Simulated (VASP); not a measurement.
Wanted: the native input for a VASP 6.6.1 run.

```
Task                   : single point
Functional             : PBE
Potentials or basis    : VASP PAW PBE potentials, release 64 (Nb_sv)
Cutoff                 : 520 eV
k mesh                 : 12 × 9 × 12
Occupations            : fermi-dirac, width 0.05 eV
Spin                   : no spin polarisation
Dipole correction      : no
Further INCAR settings : ALGO = Normal; EDIFF = 1e-06; NBANDS = 20
```

The structure of Nb lies in POSCAR:

```
Nb
1.0
   -2.1092793675      2.1092793675      0.0000000000
    0.0000000000      0.0000000000      4.2185587350
    2.1092793675      2.1092793675      0.0000000000
Nb
2
Direct
    0.0000000000      0.0000000000      0.0000000000
    0.5000000000      0.5000000000      0.5000000000
```

This isn't the form of Nb at room conditions, which is bcc.

The input as run:

INCAR

```
SYSTEM = Nb
ALGO     = Normal         ! electronic algorithm
EDIFF    = 1E-6           ! SCF threshold, eV
ENCUT    = 520            ! plane-wave cutoff, eV
GGA      = PE             ! functional
ISIF     = 2              ! what is computed and relaxed
ISMEAR   = -1             ! smearing method
LASPH    = .True.         ! aspherical terms in the spheres
LCHARG   = .False.        ! write CHGCAR
LREAL    = .False.        ! projectors in reciprocal space
LWAVE    = .False.        ! write WAVECAR
NBANDS   = 20             ! bands
NELM     = 60             ! most SCF steps
PREC     = Accurate       ! precision mode
SIGMA    = 0.05           ! smearing width, eV
```

KPOINTS

```
k-points
0
Gamma
  12 9 12
  0 0 0
```

Potentials or basis: VASP PAW PBE potentials, release 64 (Nb_sv).

The run is started by

```bash
$ cat potpaw_PBE.64/Nb_sv/POTCAR > POTCAR
$ mpirun -np 1 vasp_std > vasp.out
```

It gave:

```yaml
Pressure: -0.3 GPa
Band_gap_on_the_k_mesh: zero (bands 13 and 14 overlap by 4.72 eV)
```

Wall time 65 s on 1 thread of Intel(R) Xeon(R) Platinum 8259CL CPU @ 2.50GHz (Skylake/Cascade Lake), on a shared host, peak memory 0.21 GiB.
